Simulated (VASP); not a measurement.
Set up this calculation in VASP 6.6.1, as the native input.

```yaml
Task: single point
Functional: PBE
Potentials_or_basis: VASP PAW PBE potentials, release 64 (Ca_sv, Te, Ru_pv)
Cutoff: 520 eV
k_mesh: 6 × 6 × 6
Occupations: gaussian, width 0.1 eV
Spin: no spin polarisation
Dipole_correction: no
Further_INCAR_settings: ALGO = Fast; EDIFF = 1e-07; NBANDS = 41
```

The structure of Ca3TeRu2 lies in POSCAR:

```
Ca3TeRu2
1.0
    6.2269025704      0.0000000000      0.0000000000
   -3.1134512852      5.3926558128      0.0000000000
    0.0000000000      0.0000000000      7.3593711508
Ca Te Ru
3 1 2
Direct
    0.5000000000      0.0000000000      0.5000000000
    0.0000000000      0.5000000000      0.5000000000
    0.5000000000      0.5000000000      0.5000000000
    0.0000000000      0.0000000000      0.0000000000
    0.0000000000      0.0000000000      0.3451496989
    0.0000000000      0.0000000000      0.6548503011
```

The cell was built from a structure type or drawn by symmetry, and may not be a known phase.

The input as run:

INCAR

```
SYSTEM = Ca3TeRu2
PREC = Accurate ; ENCUT = 520
EDIFF = 1E-7 ; ISMEAR = 0
SIGMA = 0.1 ; LREAL = .False.
LASPH = .True. ; NELM = 100
ALGO = Fast ; ISIF = 2
LWAVE = .False. ; LCHARG = .False.
GGA = PE ; NBANDS = 41
```

KPOINTS

```
regular mesh
0
Gamma
  6 6 6
  0 0 0
```

Potentials or basis: VASP PAW PBE potentials, release 64 (Ca_sv, Te, Ru_pv).

The run is started by

```console
$ cat potpaw_PBE.64/Ca_sv/POTCAR potpaw_PBE.64/Te/POTCAR potpaw_PBE.64/Ru_pv/POTCAR > POTCAR
$ mpirun -np 1 vasp_std > vasp.out
```

Results of the run:

| Quantity | Value |
| --- | --- |
| Pressure | 0.0 GPa |
| Largest force | 0.069 eV/Å |
| Band gap on the k mesh | zero (bands 32 and 33 overlap by 0.78 eV) |

Caveat: spin-orbit coupling is left out, which moves the levels of the heavy elements.

It took 17 min on 1 thread of Oxide Virtual Turin-like Processor, with other jobs on the host, peak memory 0.49 GiB.
